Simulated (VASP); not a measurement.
A run of VASP 6.6.1 is set up as follows.

File INCAR:

```
PREC = Accurate
ENCUT = 520
EDIFF = 1E-7
ISMEAR = -1
SIGMA = 0.1
LREAL = False
LASPH = True
NELM = 80
ALGO = Normal
ISIF = 2
LWAVE = False
LCHARG = False
GGA = PE
NBANDS = 12
```

KPOINTS

```
regular mesh
0
Gamma
  16 16 16
```

POSCAR

```
Ti
1.0
   -1.4808047892      1.4808047892      1.4808047892
    1.4808047892     -1.4808047892      1.4808047892
    1.4808047892      1.4808047892     -1.4808047892
Ti
1
Direct
    0.0000000000      0.0000000000      0.0000000000
```

Potentials or basis: VASP PAW PBE potentials, release 64 (Ti_sv).

The run is started by

```bash
$ cat potpaw_PBE.64/Ti_sv/POTCAR > POTCAR
$ mpirun -np 1 vasp_std > vasp.out
```

Question: Predict the pressure.

Answer: 46.9 GPa.

Question: Predict the band gap on the k mesh.

Answer: Zero (band 6 reaches 12.67 eV, above the bottom of band 7 at 10.65 eV).
